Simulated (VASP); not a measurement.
Input of a VASP 6.6.1 run:

The input INCAR:

```
SYSTEM = GaSb
ALGO     = Normal         ! electronic algorithm
EDIFF    = 1E-6           ! SCF threshold, eV
ENCUT    = 520            ! plane-wave cutoff, eV
GGA      = PS             ! functional
ISIF     = 2              ! what is computed and relaxed
ISMEAR   = -1             ! smearing method
LASPH    = .TRUE.         ! aspherical terms in the spheres
LCHARG   = .FALSE.        ! write CHGCAR
LREAL    = .FALSE.        ! projectors in reciprocal space
LWAVE    = .FALSE.        ! write WAVECAR
NBANDS   = 16             ! bands
NELM     = 100            ! most SCF steps
PREC     = Accurate       ! precision mode
SIGMA    = 0.05           ! smearing width, eV
```

File KPOINTS:

```
k-points
0
G
  10 10 10
  0 0 0
```

File POSCAR:

```
GaSb
1.0
   -2.7534340000      2.7534340000      1.5907070000
    2.7534340000     -2.7534340000      1.5907070000
    2.7534340000      2.7534340000     -1.5907070000
Sb Ga
1 1
Direct
    0.0000000000      0.0000000000      0.0000000000
    0.7500000000      0.2500000000      0.5000000000
```

Potentials or basis: VASP PAW PBE potentials, release 64 (Sb, Ga_d).

Run with:

```bash
$ cat potpaw_PBE.64/Sb/POTCAR potpaw_PBE.64/Ga_d/POTCAR > POTCAR
$ mpirun -np 1 vasp_std > vasp.out
```

Problem. Predict the pressure.

Solution. -2.9 GPa.

Problem. What does it give for the band gap on the k mesh?

Solution. Zero (bands 9 and 10 overlap by 4.51 eV).

Stress tensor (GPa, compression positive):
```
-2.68  0.00  0.00
 0.00 -2.68  0.00
 0.00  0.00 -3.41
```

Caveat: the PAW data sets were made with another functional, which shifts forces and pressure a little; spin-orbit coupling is left out, which moves the levels of the heavy elements.
